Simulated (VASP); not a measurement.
Write the native input for VASP 6.6.1 that does the following.

- Task: single point
- Functional: PBE
- Potentials or basis: VASP PAW PBE potentials, release 64 (Sc_sv, Al)
- Cutoff: 520 eV
- k mesh: 10 × 10 × 10
- Occupations: gaussian, width 0.1 eV
- Spin: no spin polarisation
- Dipole correction: no
- Further INCAR settings: ALGO = Fast; EDIFF = 1e-06; NBANDS = 32

The structure of Sc4Al lies in POSCAR:

```
Sc4Al
1.0
   -3.5345510000      3.5345510000      2.2365020000
    3.5345510000     -3.5345510000      2.2365020000
    3.5345510000      3.5345510000     -2.2365020000
Sc Al
4 1
Direct
    0.8008590000      0.3915540000      0.1924130000
    0.3915540000      0.1991410000      0.5906950000
    0.6084460000      0.8008590000      0.4093050000
    0.1991410000      0.6084460000      0.8075870000
    0.0000000000      0.0000000000      0.0000000000
```

These files were run (other wordings do the same):

INCAR

```
PREC = Accurate ; ENCUT = 520
EDIFF = 1E-6 ; ISMEAR = 0
SIGMA = 0.1 ; LREAL = F
LASPH = T ; NELM = 100
ALGO = Fast ; ISIF = 2
LWAVE = F ; LCHARG = F
GGA = PE ; NBANDS = 32
```

KPOINTS

```
regular mesh
0
Gamma
  10 10 10
```

Potentials or basis: VASP PAW PBE potentials, release 64 (Sc_sv, Al).

Launch:

```bash
$ cat potpaw_PBE.64/Sc_sv/POTCAR potpaw_PBE.64/Al/POTCAR > POTCAR
$ mpirun -np 1 vasp_std > vasp.out
```

It gave:

```json
{
 "Pressure": "0.1 GPa",
 "Largest force": "0.003 eV/Å",
 "Band gap on the k mesh": "zero (an odd number of electrons rules out a gap without spin polarisation)"
}
```

Run time: 9.9 min on 1 thread of AMD EPYC 9R45 96-Core Processor (Zen 5), with other jobs on the host, peak memory 0.51 GiB.
